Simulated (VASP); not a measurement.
Here is a VASP 6.6.1 calculation.

INCAR

```
SYSTEM = SiC
  ALGO = Normal
  EDIFF = 1E-6
  ENCUT = 520
  GGA = PE
  ISIF = 2
  ISMEAR = -1
  LASPH = .TRUE.
  LCHARG = .FALSE.
  LREAL = .FALSE.
  LWAVE = .FALSE.
  NBANDS = 16
  NELM = 80
  PREC = Accurate
  SIGMA = 0.05
```

File KPOINTS:

```
k-points
0
G
  14 14 8
  0 0 0
```

File POSCAR:

```
SiC
1.0
    2.4172006840      0.0000000000      0.0000000000
   -1.2086003420      2.0933571984      0.0000000000
    0.0000000000      0.0000000000      4.1333033148
Si C
2 2
Direct
    0.0000000000      0.0000000000      0.0000000000
    0.0000000000      0.0000000000      0.5000000000
    0.3333333333      0.6666666667      0.2500000000
    0.6666666667      0.3333333333      0.7500000000
```

Potentials or basis: VASP PAW PBE potentials, release 64 (Si, C).

Run with:

```console
$ cat potpaw_PBE.64/Si/POTCAR potpaw_PBE.64/C/POTCAR > POTCAR
$ mpirun -np 1 vasp_std > vasp.out
```

(1) Predict the pressure.

(2) Estimate the band gap on the k mesh.

Results:

(1) 319.2 GPa.

(2) 0.97 eV, indirect (least direct gap 3.54 eV).
